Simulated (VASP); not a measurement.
Here is a VASP 6.6.1 calculation.

INCAR

```
ALGO     = Fast           # electronic algorithm
EDIFF    = 1E-6           # SCF threshold, eV
ENCUT    = 520            # plane-wave cutoff, eV
GGA      = PE             # functional
ISIF     = 2              # what is computed and relaxed
ISMEAR   = 0              # smearing method
LASPH    = True           # aspherical terms in the spheres
LCHARG   = False          # write CHGCAR
LREAL    = False          # projectors in reciprocal space
LWAVE    = False          # write WAVECAR
NBANDS   = 48             # bands
NELM     = 100            # most SCF steps
PREC     = Accurate       # precision mode
SIGMA    = 0.1            # smearing width, eV
```

The input KPOINTS:

```
k-points
0
Gamma
  8 8 8
```

File POSCAR:

```
Ga6H
1.0
   -3.1089878672      3.0678106807      3.1089878672
    3.1089878672     -3.0678106807      3.1089878672
    3.1089878672      3.0678106807     -3.1089878672
Ga H
6 1
Direct
    0.2320179632      0.6374656707      0.3822797316
    0.3750000000      0.2500000000      0.6250000000
    0.7448140609      0.8625343293      0.0945522925
    0.1250000000      0.7500000000      0.8750000000
    0.6177202684      0.3497382316      0.2551859391
    0.9054477075      0.1502617684      0.7679820368
    0.6250000000      0.7500000000      0.3750000000
```

Potentials or basis: VASP PAW PBE potentials, release 64 (Ga_d, H).

The run is started by

```console
$ cat potpaw_PBE.64/Ga_d/POTCAR potpaw_PBE.64/H/POTCAR > POTCAR
$ mpirun -np 1 vasp_std > vasp.out
```

Task: Predict the largest force.

Result: 0.007 eV/Å.

Task: Predict the pressure.

Result: 0.0 GPa.

Forces in eV/Å, atoms in the order of the input:
```
Ga   0.000  0.006  0.004
Ga   0.000  0.000  0.000
Ga   0.000  0.006 -0.004
Ga   0.000  0.000  0.000
Ga   0.004 -0.006  0.000
Ga  -0.004 -0.006  0.000
H    0.000  0.000  0.000
```
